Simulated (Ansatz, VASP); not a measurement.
# One calculation of Zr, two programs

File INCAR:

```
  ALGO = Normal
  EDIFF = 1E-7
  ENCUT = 520
  GGA = PS
  ISIF = 2
  ISMEAR = -1
  LASPH = T
  LCHARG = T
  LELF = T
  LREAL = F
  LVHAR = T
  LWAVE = F
  NBANDS = 19
  NELM = 100
  PREC = Accurate
  SIGMA = 0.1
```

Contents of KPOINTS:

```
k-points
0
Gamma
  19 19 10
```

File POSCAR:

```
Zr
1.0
    3.1838111424      0.0000000000      0.0000000000
   -1.5919055712      2.7572613302      0.0000000000
    0.0000000000      0.0000000000      5.1185816493
Zr
2
Direct
    0.3333333333      0.6666666667      0.2500000000
    0.6666666667      0.3333333333      0.7500000000
```

Input for Ansatz:

```yaml
crystal:
  lattice:
    - [3.183811119, 0.0, 0.0]
    - [-1.5919055595, 2.7572613099, 0.0]
    - [0.0, 0.0, 5.1185816931]
  atoms:
    - { symbol: Zr, position: [0.3333333333, 0.6666666667, 0.25] }
    - { symbol: Zr, position: [0.6666666667, 0.3333333333, 0.75] }
hamiltonian:
  xc: pbesol
  pseudopotentials:
    kind: paw
    azcp:
      Zr: "pseudopotentials/Zr.paw.azcp"
basis:
  ecutwfc: 420
  fft_grid_basis: typed
kpoints:
  mp_grid: { grid: [19, 19, 10], shift: [0, 0, 0] }
magnetization:
  spin_polarized: false
scf:
  occupations: { method: fermi_dirac, width: 0.1 }
output:
  stress: true
```

Alike in both runs: task single point; functional PBEsol; k mesh 19 × 19 × 10; occupations fermi-dirac, width 0.1 eV; no spin polarisation.

```csv
,VASP,Ansatz
version,VASP 6.6.1,Ansatz 0.2.0
potentials or method,"VASP PAW PBE potentials, release 64 (Zr_sv), cutoff 520 eV","plane waves (420 eV) with PAW, scalar-relativistic"
valence electrons in the cell,24,24
```

|  | VASP | Ansatz | Ansatz less VASP |
| --- | --- | --- | --- |
| pressure (GPa) | 0.1 | 0.0 | -0.06 |
| traceless stress, the component that is largest in VASP (GPa) | 0.07 | 0.07 | +0.002 |

VASP's potentials were made for PBE, not for PBEsol, and Ansatz warns of the same on its side. With one functional, cell and mesh, what is left measures potentials, basis and numerics.
